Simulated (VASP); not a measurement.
# PbO in VASP: further runs

Runs on PbO. Level: PBE+D3(BJ). Tasks: single point.

Everything below comes from runs of VASP 6.6.1. Logs are shortened: lines on timing, memory, paths and dates and some standing lists are left out, and cuts for length are marked.

### Step 1. The cell of the first run

The cell holds a slab with vacuum, 4 atoms: a = 4.012 Å, b = 4.012 Å, c = 30.749 Å, α = 90.00°, β = 90.00°, γ = 90.00°.

### Step 2. Single point, PBE+D3(BJ)

Input file INCAR:

```
  ALGO = Normal
  DIPOL = 0.5 0.5 0.500
  EDIFF = 1E-6
  ENCUT = 520
  GGA = PE
  IDIPOL = 3
  ISIF = 2
  ISMEAR = 0
  IVDW = 12
  LASPH = True
  LCHARG = False
  LDIPOL = True
  LREAL = False
  LWAVE = False
  NBANDS = 28
  NELM = 100
  PREC = Accurate
  SIGMA = 0.02
```

Input file KPOINTS:

```
k-points
0
Gamma
  6 6 1
```

Input file POSCAR:

```
PbO
1.0
    4.0120000000      0.0000000000      0.0000000000
    0.0000000000      4.0120000000      0.0000000000
    0.0000000000      0.0000000000     30.7493267952
Pb O
2 2
Direct
    0.5000000000      0.0000000000      0.4648284983
    0.0000000000      0.5000000000      0.5351715017
    0.0000000000      0.0000000000      0.5000000000
    0.5000000000      0.5000000000      0.5000000000
```

Potentials or basis: VASP PAW PBE potentials, release 64 (Pb_d, O).

Command:

```sh
> cat potpaw_PBE.64/Pb_d/POTCAR potpaw_PBE.64/O/POTCAR > POTCAR
> mpirun -np 1 vasp_std > vasp.out
```

OUTCAR:

```text
EDIFF = 1E-6
   ENCUT = 520
   GGA = PE
   ISIF = 2
   ISMEAR = 0
   IVDW = 12
   LASPH = True
   LREAL = False
   NELM = 100
   PREC = Accurate
 IVDW          = 12

 ion  position               nearest neighbor table
   1  0.500  0.000  0.465-   3 2.28   4 2.28   4 2.28   3 2.28   2 3.57   2 3.57   2 3.57   2 3.57

   2  0.000  0.500  0.535-   3 2.28   4 2.28   3 2.28   4 2.28   1 3.57   1 3.57   1 3.57   1 3.57

   3  0.000  0.000  0.500-   1 2.28   2 2.28   2 2.28   1 2.28
   4  0.500  0.500  0.500-   1 2.28   2 2.28   1 2.28   2 2.28

  LATTYP: Found a simple tetragonal cell.
 ALAT       =     4.0120000000
 C/A-ratio  =     7.6643386828

  Lattice vectors:

 A1 = (   4.0120000000,   0.0000000000,   0.0000000000)
 A2 = (   0.0000000000,   4.0120000000,   0.0000000000)
 A3 = (   0.0000000000,   0.0000000000,  30.7493267952)

Analysis of symmetry for initial positions (statically):
=====================================================================
 Subroutine PRICEL returns:
 Original cell was already a primitive cell.

 Routine SETGRP: Setting up the symmetry group for a
 simple tetragonal supercell.

 Subroutine GETGRP returns: Found 16 space group operations
 (whereof  8 operations were pure point group operations)
 out of a pool of 16 trial point group operations.

The static configuration has the point symmetry D_2d.
 The point group associated with its full space group is D_4h.

Analysis of symmetry for dynamics (positions and initial velocities):
=====================================================================
 Subroutine PRICEL returns:
 Original cell was already a primitive cell.

 Routine SETGRP: Setting up the symmetry group for a
 simple tetragonal supercell.

 Subroutine GETGRP returns: Found 16 space group operations
 (whereof  8 operations were pure point group operations)
 out of a pool of 16 trial point group operations.

The dynamic configuration has the point symmetry D_2d.
 The point group associated with its full space group is D_4h.

 Subroutine INISYM returns: Found 16 space group operations
 (whereof  8 operations are pure point group operations),
 and found     1 'primitive' translations

----------------------------------------------------------------------------------------

                                     Primitive cell

  volume of cell :     494.9456

  direct lattice vectors                    reciprocal lattice vectors
     4.012000000  0.000000000  0.000000000     0.249252243  0.000000000  0.000000000
     0.000000000  4.012000000  0.000000000     0.000000000  0.249252243  0.000000000
     0.000000000  0.000000000 30.749326795     0.000000000  0.000000000  0.032521037

  length of vectors
     4.012000000  4.012000000 30.749326795     0.249252243  0.249252243  0.032521037

  position of ions in fractional coordinates (direct lattice)
     0.500000000  0.000000000  0.464828498
     0.000000000  0.500000000  0.535171502
     0.000000000  0.000000000  0.500000000
     0.500000000  0.500000000  0.500000000

  ion indices of the primitive-cell ions
   primitive index   ion index
                 1           1
                 2           2
                 3           3
                 4           4

----------------------------------------------------------------------------------------

 KPOINTS: k-points

Automatic generation of k-mesh.
 Grid dimensions read from file:
 generate k-points for:    6    6    1

 Generating k-lattice:

  Cartesian coordinates                     Fractional coordinates (reciprocal lattice)
     0.041542041  0.000000000  0.000000000     0.166666667  0.000000000  0.000000000
     0.000000000  0.041542041  0.000000000     0.000000000  0.166666667  0.000000000
     0.000000000  0.000000000  0.032521037     0.000000000  0.000000000  1.000000000

  Length of vectors
     0.041542041  0.041542041  0.032521037

  Shift w.r.t. Gamma in fractional coordinates (k-lattice)
     0.000000000  0.000000000  0.000000000

 Subroutine IBZKPT returns following result:
 ===========================================

 Found     10 irreducible k-points:

 Following reciprocal coordinates:
            Coordinates               Weight
  0.000000  0.000000  0.000000      1.000000
  0.166667  0.000000  0.000000      4.000000
  0.333333  0.000000  0.000000      4.000000
  0.500000  0.000000  0.000000      2.000000
  0.166667  0.166667  0.000000      4.000000
  0.333333  0.166667  0.000000      8.000000
  0.500000  0.166667  0.000000      4.000000
  0.333333  0.333333  0.000000      4.000000
  0.500000  0.333333  0.000000      4.000000
  0.500000  0.500000  0.000000      1.000000
   k-points           NKPTS =     10   k-points in BZ     NKDIM =     10   number of bands    NBANDS=     28
   number of dos      NEDOS =    301   number of ions     NIONS =      4
   total plane-waves  NPLWV = 216000
   dimension x,y,z NGX =    30 NGY =   30 NGZ =  240
   dimension x,y,z NGXF=    60 NGYF=   60 NGZF=  480
   ions per type =               2   2
   NGX,Y,Z   is equivalent  to a cutoff of  12.43, 12.43, 12.98 a.u.
   NGXF,Y,Z  is equivalent  to a cutoff of  24.86, 24.86, 25.95 a.u.
 SYSTEM =  unknown system
   PREC   = accura    normal or accurate (medium, high low for compatibility)
   ISTART =      0    job   : 0-new  1-cont  2-samecut
   ICHARG =      2    charge: 1-file 2-atom 10-const
   ISPIN  =      1    spin polarized calculation?
   LNONCOLLINEAR =      F non collinear calculations
   LSORBIT =      F    spin-orbit coupling
   LASPH  =      T    aspherical Exc in radial PAW
   ENCUT  =  520.0 eV  38.22 Ry    6.18 a.u.   7.46  7.46 57.17*2*pi/ulx,y,z
   NELM   =    100;   NELMIN=  2; NELMDL= -5     # of ELM steps
   EDIFF  = 0.1E-05   stopping-criterion for ELM
   LREAL  =      F    real-space projection
   EDIFFG = 0.1E-04   stopping-criterion for IOM
   NSW    =      0    number of steps for IOM
   IBRION =     -1    ionic relax: 0-MD 1-quasi-New 2-CG
   NFREE  =      0    steps in history (QN), initial steepest desc. (CG)
   ISIF   =      2    stress and relaxation
   ISYM   =      2    0-nonsym 1-usesym 2-fastsym
   POTIM  = 0.5000    time-step for ionic-motion
   TEBEG  =    0.0;   TEEND  =   0.0 temperature during run
   PSTRESS=    0.0 pullay stress
   NELECT =      40.0000    total number of electrons
   NUPDOWN=      -1.0000    fix difference up-down
   EMIN   =  10.00;   EMAX   =-10.00  energy-range for DOS
   EFERMI =   0.00;   METHOD = LEGACY
   ISMEAR =     0;   SIGMA  =   0.02  broadening in eV -4-tet -1-fermi 0-gaus
   EFERMI_NEDOS =   21; number of points for ismear=-14 and -15
   IALGO  =     38    algorithm
   IMIX   =      4    mixing-type and parameters
     AMIX     =   0.40;   BMIX     =  1.00
     AMIX_MAG =   1.60;   BMIX_MAG =  1.00
  volume/ion in A,a.u.               =     123.74       835.01
  Fermi-wavevector in a.u.,A,eV,Ry     =   0.707797  1.337543  6.816209  0.500977
  Thomas-Fermi vector in A             =   1.793942
   LORBIT       =      0    0 simple, 1 ext, 2 COOP (PROOUT), +10 PAW based schemes
   GGA     = PE    functional components
   LHFCALC =     F    Hartree Fock is set to
   AEXX    =    0.0000 exact exchange contribution
   IVDW    =    12    specifies the selected vdW correction
   LEPSILON=     F    determine dielectric tensor
   LRPA    =     F    only Hartree local field effects (RPA)
 non-spin polarized calculation
 Gauss-broadening in eV      SIGMA  =   0.02
  energy-cutoff  :      520.00
  volume of cell :      494.95
 maximum number of plane-waves:     13451
 NGX is ok and might be reduce to    30
   NGX = 15   NGY = 15   NGZ =115

 number of electron      40.0000007 magnetization

 dipolmoment           0.000000      0.000000     -0.000000 electrons x Angstroem

 Free energy of the ion-electron system (eV)
  ---------------------------------------------------
  ext. energy  EPLUGINS =         0.00000000
  ---------------------------------------------------
  free energy    TOTEN  =       -21.19302129 eV

  energy without entropy =      -21.19302129  energy(sigma->0) =      -21.19302129

 E-fermi :  -2.9291     XC(G=0):  -1.9923

 val. band max:       -3.0551278474   @ k =   0.0000   0.0000   0.0000
 cond. band min:      -0.8839388542   @ k =   0.0000   0.0000   0.0000
 fundamental gap:      2.1711889932
 Fermi energy:        -2.9291177617

 k-point     1 :       0.0000    0.0000    0.0000
  band No.  band energies     occupation
      1     -21.4562      2.00000
      2     -20.9353      2.00000
      3     -18.6753      2.00000
      4     -18.6753      2.00000
      5     -18.6066      2.00000
      6     -18.5731      2.00000
[... 20 lines left out ...]
     27       2.5510      0.00000
     28       2.8714      0.00000

 k-point     2 :       0.1667    0.0000    0.0000
  band No.  band energies     occupation
      1     -21.3942      2.00000
      2     -20.9466      2.00000
      3     -18.6722      2.00000
      4     -18.6506      2.00000
      5     -18.5872      2.00000
      6     -18.5577      2.00000
[... 20 lines left out ...]
     27       2.2603      0.00000
     28       2.8991      0.00000

 k-point     3 :       0.3333    0.0000    0.0000
  band No.  band energies     occupation
      1     -21.2487      2.00000
      2     -20.9952      2.00000
      3     -18.6613      2.00000
      4     -18.5936      2.00000
      5     -18.5931      2.00000
      6     -18.5303      2.00000
[... 20 lines left out ...]
     27       2.8864      0.00000
     28       3.0534      0.00000

 k-point     4 :       0.5000    0.0000    0.0000
  band No.  band energies     occupation
      1     -21.0989      2.00000
      2     -21.0989      2.00000
      3     -18.6368      2.00000
      4     -18.6368      2.00000
      5     -18.5426      2.00000
      6     -18.5426      2.00000
[... 144 lines left out ...]
     27       3.5552      0.00000
     28       3.6019      0.00000

 k-point     9 :       0.5000    0.3333    0.0000
  band No.  band energies     occupation
      1     -21.0338      2.00000
      2     -21.0338      2.00000
      3     -18.5514      2.00000
      4     -18.5514      2.00000
      5     -18.5144      2.00000
      6     -18.5144      2.00000
[... 20 lines left out ...]
     27       4.2432      0.00000
     28       4.2432      0.00000

 k-point    10 :       0.5000    0.5000    0.0000
  band No.  band energies     occupation
      1     -21.0144      2.00000
      2     -21.0144      2.00000
      3     -18.5402      2.00000
      4     -18.5402      2.00000
      5     -18.4796      2.00000
      6     -18.4796      2.00000
[... 20 lines left out ...]
     27       3.7584      0.00000
     28       3.7584      0.00000

------------------------ aborting loop because EDIFF is reached ----------------------------------------

 vacuum level on the upper side and lower side of the slab       (xc-potential included)        -0.006        -0.006

 Edisp (eV)   -0.55802

 E8    (eV) :    -0.2654

  FORCE on cell =-STRESS in cart. coord.  units (eV):
  Direction    XX          YY          ZZ          XY          YZ          ZX
  --------------------------------------------------------------------------------------
  -------------------------------------------------------------------------------------
  Total       3.77823     3.77823     4.36738     0.00000     0.00000    -0.00000
  in kB      12.23041    12.23041    14.13756     0.00000     0.00000    -0.00000
  external pressure =       12.87 kB  Pullay stress =        0.00 kB

 VOLUME and BASIS-vectors are now :
 -----------------------------------------------------------------------------
  energy-cutoff  :      520.00
  volume of cell :      494.95
      direct lattice vectors                 reciprocal lattice vectors
     4.012000000  0.000000000  0.000000000     0.249252243  0.000000000  0.000000000
     0.000000000  4.012000000  0.000000000     0.000000000  0.249252243  0.000000000
     0.000000000  0.000000000 30.749326795     0.000000000  0.000000000  0.032521037

 POSITION                                       TOTAL-FORCE (eV/Angst)
 -----------------------------------------------------------------------------------
      2.00600      0.00000     14.29316        -0.000000      0.000000     -2.055028
      0.00000      2.00600     16.45616         0.000000      0.000000      2.055028
      0.00000      0.00000     15.37466         0.000000     -0.000000      0.000000
      2.00600      2.00600     15.37466         0.000000      0.000000      0.000000
 -----------------------------------------------------------------------------------
    total drift:                                0.000000      0.000000      0.000000

  FREE ENERGIE OF THE ION-ELECTRON SYSTEM (eV)
  ---------------------------------------------------
  free  energy   TOTEN  =       -21.7510370739 eV

  energy  without entropy=      -21.7510370739  energy(sigma->0) =      -21.75103707

 vacuum level on the upper side and lower side of the slab         1.517         1.517
```

It took 4 min on 1 thread of Intel Xeon Platinum 8488C (Sapphire Rapids), shared host; peak memory 0.52 GiB.

Results:

```yaml
Free_energy: -21.7510 eV
Largest_force: 2.055 eV/Å
Band_gap_on_the_k_mesh: 2.17 eV, direct
Dispersion_energy_per_atom: -0.140 eV
```

Forces in eV/Å, atoms in the order of the input:
```
Pb   0.000  0.000 -2.055
Pb   0.000  0.000  2.055
O    0.000  0.000  0.000
O    0.000  0.000  0.000
```

Levels at points of the mesh, in eV from the valence-band top:
```tsv
k point	band 17	band 18	band 19	band 20	band 21	band 22	band 23	band 24
(0.00, 0.00, 0.00)	-1.75	-1.75	-1.46	0.00	2.17	2.47	4.50	4.52
(0.50, 0.00, 0.00)	-3.03	-3.03	-0.67	-0.67	3.53	3.53	4.88	4.88
(0.50, 0.50, 0.00)	-1.18	-1.18	-1.01	-1.01	3.38	3.38	5.50	5.50
```

Caveat: spin-orbit coupling is left out, which moves the levels of the heavy elements.

### Step 3. Single point, PBE+D3(BJ)

Input file INCAR:

```
SYSTEM = PbO
PREC = Accurate ; ENCUT = 520
EDIFF = 1E-6 ; ISMEAR = 0
SIGMA = 0.02 ; LREAL = .FALSE.
LASPH = .TRUE. ; NELM = 60
ALGO = Normal ; ISIF = 2
LWAVE = .FALSE. ; LCHARG = .FALSE.
LDIPOL = .TRUE. ; IDIPOL = 3
DIPOL = 0.5 0.5 0.500 ; GGA = PE
IVDW = 12 ; NBANDS = 28
```

Input file KPOINTS:

```
regular mesh
0
G
  6 6 1
  0 0 0
```

POSCAR: that of step 2 with these lines changed.

```diff
@@ -8,4 +8,4 @@
 Direct
-    0.5000000000      0.0000000000      0.4648284983
-    0.0000000000      0.5000000000      0.5351715017
+    0.5000000000      0.0000000000      0.4621129917
+    0.0000000000      0.5000000000      0.5378870083
     0.0000000000      0.0000000000      0.5000000000
```

Potentials or basis: VASP PAW PBE potentials, release 64 (Pb_d, O).

Command:

```sh
> cat potpaw_PBE.64/Pb_d/POTCAR potpaw_PBE.64/O/POTCAR > POTCAR
> mpirun -np 1 vasp_std > vasp.out
```

Wall time 4.1 min (1 thread of Intel Xeon Platinum 8488C (Sapphire Rapids), shared host); peak memory 0.52 GiB.

It converged, with:

| Item | Value |
| --- | --- |
| Free energy | -21.9805 eV |
| Largest force | 0.700 eV/Å |
| Band gap on the k mesh | 2.45 eV, direct |
| Dispersion energy per atom | -0.138 eV |

Forces in eV/Å, atoms in the order of the input:
```
Pb   0.000  0.000 -0.700
Pb   0.000  0.000  0.700
O    0.000  0.000  0.000
O    0.000  0.000  0.000
```

Levels at points of the mesh, in eV from the valence-band top:
```tsv
k point	band 16	band 17	band 18	band 19	band 20	band 21	band 22	band 23	band 24	band 25
(0.00, 0.00, 0.00)	-3.72	-1.25	-1.25	-1.22	0.00	2.45	2.54	4.52	4.54	4.82
(0.50, 0.00, 0.00)	-2.85	-2.54	-2.54	-0.67	-0.67	3.42	3.42	4.93	4.93	6.68
(0.50, 0.50, 0.00)	-3.07	-1.26	-1.26	-0.61	-0.61	3.26	3.26	5.31	5.31	6.61
```

Caveat: spin-orbit coupling is left out, which moves the levels of the heavy elements.

### Step 4. Single point, PBE+D3(BJ)

Input file INCAR:

```
SYSTEM = PbO
ALGO     = Normal         ! electronic algorithm
DIPOL    = 0.5 0.5 0.500
EDIFF    = 1E-7           ! SCF threshold, eV
ENCUT    = 520            ! plane-wave cutoff, eV
GGA      = PE             ! functional
IDIPOL   = 3            
ISIF     = 2              ! what is computed and relaxed
ISMEAR   = 0              ! smearing method
IVDW     = 12             ! dispersion correction
LASPH    = .TRUE.         ! aspherical terms in the spheres
LCHARG   = .FALSE.        ! write CHGCAR
LDIPOL   = .TRUE.       
LREAL    = .FALSE.        ! projectors in reciprocal space
LWAVE    = .FALSE.        ! write WAVECAR
NBANDS   = 28             ! bands
NELM     = 100            ! most SCF steps
PREC     = Accurate       ! precision mode
SIGMA    = 0.02           ! smearing width, eV
```

Input file KPOINTS:

```
k-points
0
G
  6 6 1
  0 0 0
```

POSCAR: that of step 3 with these lines changed.

```diff
@@ -8,4 +8,4 @@
 Direct
-    0.5000000000      0.0000000000      0.4621129917
-    0.0000000000      0.5000000000      0.5378870083
+    0.5000000000      0.0000000000      0.4593974851
+    0.0000000000      0.5000000000      0.5406025149
     0.0000000000      0.0000000000      0.5000000000
```

Command:

```sh
> cat potpaw_PBE.64/Pb_d/POTCAR potpaw_PBE.64/O/POTCAR > POTCAR
> mpirun -np 1 vasp_std > vasp.out
```

Wall time 4.3 min (1 thread of Intel Xeon Platinum 8488C (Sapphire Rapids), shared host); peak memory 0.54 GiB.

The run converged. Its results:

```
Free energy                : -21.9880 eV
Largest force              : 0.595 eV/Å
Band gap on the k mesh     : 2.62 eV, direct
Dispersion energy per atom : -0.137 eV
```

Forces in eV/Å, atoms in the order of the input:
```
Pb   0.000  0.000  0.595
Pb   0.000  0.000 -0.595
O    0.000  0.000  0.000
O    0.000  0.000  0.000
```

Levels at points of the mesh, in eV from the valence-band top:
```
           k point  band 16  band 17  band 18  band 19  band 20  band 21  band 22  band 23  band 24  band 25
(0.00, 0.00, 0.00)    -3.18    -0.94    -0.73    -0.73     0.00     2.62     2.74     4.54     4.57     4.85
(0.50, 0.00, 0.00)    -2.49    -2.02    -2.02    -0.61    -0.61     3.33     3.33     4.98     4.98     6.66
(0.50, 0.50, 0.00)    -2.74    -1.27    -1.27    -0.15    -0.15     3.15     3.15     5.14     5.14     6.49
```

Caveat: spin-orbit coupling is left out, which moves the levels of the heavy elements.

### Step 5. Single point, PBE+D3(BJ)

Input file INCAR:

```
  ALGO = Normal
  DIPOL = 0.5 0.5 0.500
  EDIFF = 1E-7
  ENCUT = 520
  GGA = PE
  IDIPOL = 3
  ISIF = 2
  ISMEAR = 0
  IVDW = 12
  LASPH = True
  LCHARG = False
  LDIPOL = True
  LREAL = False
  LWAVE = False
  NBANDS = 28
  NELM = 100
  PREC = Accurate
  SIGMA = 0.02
```

Input file KPOINTS:

```
k-points
0
Gamma
  6 6 1
```

POSCAR: that of step 4 with these lines changed.

```diff
@@ -8,4 +8,4 @@
 Direct
-    0.5000000000      0.0000000000      0.4593974851
-    0.0000000000      0.5000000000      0.5406025149
+    0.5000000000      0.0000000000      0.4566657180
+    0.0000000000      0.5000000000      0.5433342820
     0.0000000000      0.0000000000      0.5000000000
```

Command:

```sh
> cat potpaw_PBE.64/Pb_d/POTCAR potpaw_PBE.64/O/POTCAR > POTCAR
> mpirun -np 1 vasp_std > vasp.out
```

It took 4.1 min on 1 thread of Intel Xeon Platinum 8488C (Sapphire Rapids), shared host; peak memory 0.54 GiB.

It converged, with:

```yaml
Free_energy: -21.7865 eV
Largest_force: 1.778 eV/Å
Band_gap_on_the_k_mesh: 2.38 eV, indirect (least direct gap 2.70 eV)
Dispersion_energy_per_atom: -0.135 eV
```

Forces in eV/Å, atoms in the order of the input:
```
Pb   0.000  0.000  1.778
Pb   0.000  0.000 -1.778
O    0.000  0.000  0.000
O    0.000  0.000  0.000
```

Levels at points of the mesh, in eV from the valence-band top:
```csv
k point,band 17,band 18,band 19,band 20,band 21,band 22,band 23,band 24
"(0.00, 0.00, 0.00)",-0.96,-0.53,-0.53,-0.31,2.38,2.69,4.24,4.31
"(0.50, 0.00, 0.00)",-1.81,-1.81,-0.82,-0.82,2.91,2.91,4.70,4.70
"(0.50, 0.50, 0.00)",-1.54,-1.54,0.00,0.00,2.72,2.72,4.66,4.66
```

Caveat: spin-orbit coupling is left out, which moves the levels of the heavy elements.
